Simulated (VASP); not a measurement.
Crystal: Sb.

```
CELL_PARAMETERS angstrom
-1.88373 1.88373 1.88373
1.88373 -1.88373 1.88373
1.88373 1.88373 -1.88373
ATOMIC_POSITIONS crystal
Sb 0.00000 0.00000 0.00000
```

Base run:

* Program: VASP 6.6.1
* Functional: PBEsol
* Potentials or basis: VASP PAW PBE potentials, release 64 (Sb)
* Cutoff: 520 eV
* k mesh: 10 × 10 × 10
* Occupations: fermi-dirac, width 0.05 eV
* Spin: no spin polarisation

Its results: pressure -1.3 GPa.

Problem. The run is repeated on the same cell with these changes: functional from PBEsol to r2SCAN; cutoff from 520 eV to 550 eV. What comes out?

Solution. Pressure 1.0 GPa.

Caveats: the PAW data sets were made with another functional, which shifts forces and pressure a little.
